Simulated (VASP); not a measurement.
Crystal: Zn.

```
Zn
1.0
     2.72237    0.00000    0.00000
    -1.36118    2.35764    0.00000
     0.00000    0.00000    5.06340
Zn
2
Direct
  0.66667 0.33333 0.75000
  0.33333 0.66667 0.25000
```

Base run:

```yaml
Program: VASP 6.6.1
Functional: r2SCAN
Potentials_or_basis: VASP PAW PBE potentials, release 64 (Zn)
Cutoff: 520 eV
k_mesh: 11 × 11 × 6
Occupations: fermi-dirac, width 0.05 eV
Spin: no spin polarisation
```

Its results: band gap on the k mesh zero (bands 12 and 13 overlap by 4.90 eV); pressure -7.7 GPa.

Q: The run is repeated on the same cell with these changes: functional from r2SCAN to PBEsol; further incar settings from ALGO = Normal; EDIFF = 1e-07; NBANDS = 19 to ALGO = Fast; EDIFF = 1e-07; NBANDS = 19. What comes out?

A: Band gap on the k mesh zero (bands 12 and 13 overlap by 4.78 eV); pressure -8.2 GPa.

Caveats: the cell stands under tension; the PAW data sets were made with another functional, which shifts forces and pressure a little.
